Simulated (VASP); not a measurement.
# Mn: single point with RPBE

The system is Mn.

```
Mn
1.0
     3.92932    0.00000    0.00000
    -1.96466    3.40289    0.00000
     0.00000    0.00000    2.46920
Mn
3
Direct
  0.00000 0.00000 0.00000
  0.33333 0.66667 0.50000
  0.66667 0.33333 0.50000
```

| Item | Value |
| --- | --- |
| Program | VASP 6.6.1 |
| Task | single point |
| Functional | RPBE |
| Potentials or basis | VASP PAW PBE potentials, release 64 (Mn_pv) |
| Cutoff | 520 eV |
| k mesh | 9 × 9 × 13 |
| Occupations | fermi-dirac, width 0.05 eV |
| Spin | collinear spin, ferromagnetic start |
| Starting moments | [3.0, 3.0, 3.0] μB |

- Pressure: 0.1 GPa
- Net moment: 0.00 μB per cell
- Valence electrons inside the program's atomic spheres: Mn 11.88, 11.99

Stress tensor (GPa, compression positive):
```
0.19 0.00 0.00
0.00 0.19 0.00
0.00 0.00 0.01
```

Levels at points of the mesh, in eV from the Fermi level:
Spin up:
```csv
k point,band 16,band 17,band 18,band 19,band 20,band 21,band 22,band 23,band 24,band 25
"(0.00, 0.00, 0.00)",-1.63,-1.06,-0.50,-0.50,-0.07,-0.07,0.03,0.03,1.89,1.89
```
Spin down:
```csv
k point,band 16,band 17,band 18,band 19,band 20,band 21,band 22,band 23,band 24,band 25
"(0.00, 0.00, 0.00)",-1.63,-1.06,-0.50,-0.50,-0.07,-0.07,0.03,0.03,1.90,1.90
```

Run time: 3.5 min on 1 thread of Intel(R) Xeon(R) Platinum 8259CL CPU @ 2.50GHz (Skylake/Cascade Lake), with other jobs on the host, peak memory 0.23 GiB.

Caveat: the starting moments collapsed, and a magnetic state may lie lower; the PAW data sets were made with another functional, which shifts forces and pressure a little.
